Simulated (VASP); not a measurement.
Slab: CuI (Marshite), a slab with vacuum.

```
CELL_PARAMETERS angstrom
4.28719 0.00000 0.00000
2.14359 3.71281 0.00000
0.00000 0.00000 16.37559
ATOMIC_POSITIONS crystal
Cu 0.33333 0.33333 0.41984
Cu 0.66667 0.66667 0.63360
I 0.00000 0.00000 0.36640
I 0.33333 0.33333 0.58016
```

Base run:

| Item | Value |
| --- | --- |
| Program | VASP 6.6.1 |
| Functional | r2SCAN |
| Potentials or basis | VASP PAW PBE potentials, release 64 (Cu, I) |
| Cutoff | 520 eV |
| k mesh | 6 × 6 × 1 |
| Occupations | fermi-dirac, width 0.1 eV |
| Spin | no spin polarisation |

Its results: band gap on the k mesh 0.89 eV, direct; largest force 0.934 eV/Å.

Q: The run is repeated on the same cell with these changes: electric field (ev/å) from 0.1 to -0.05; further incar settings from ALGO = Normal; EDIFF = 1e-06; NBANDS = 26; EFIELD = -0.1 to ALGO = Normal; EDIFF = 1e-06; NBANDS = 26; EFIELD = 0.05. What comes out?

A: Band gap on the k mesh 0.81 eV, direct; largest force 0.937 eV/Å.

Caveats: the PAW data sets were made with another functional, which shifts forces and pressure a little; spin-orbit coupling is left out, which moves the levels of the heavy elements.

A k mesh can miss the band edges.
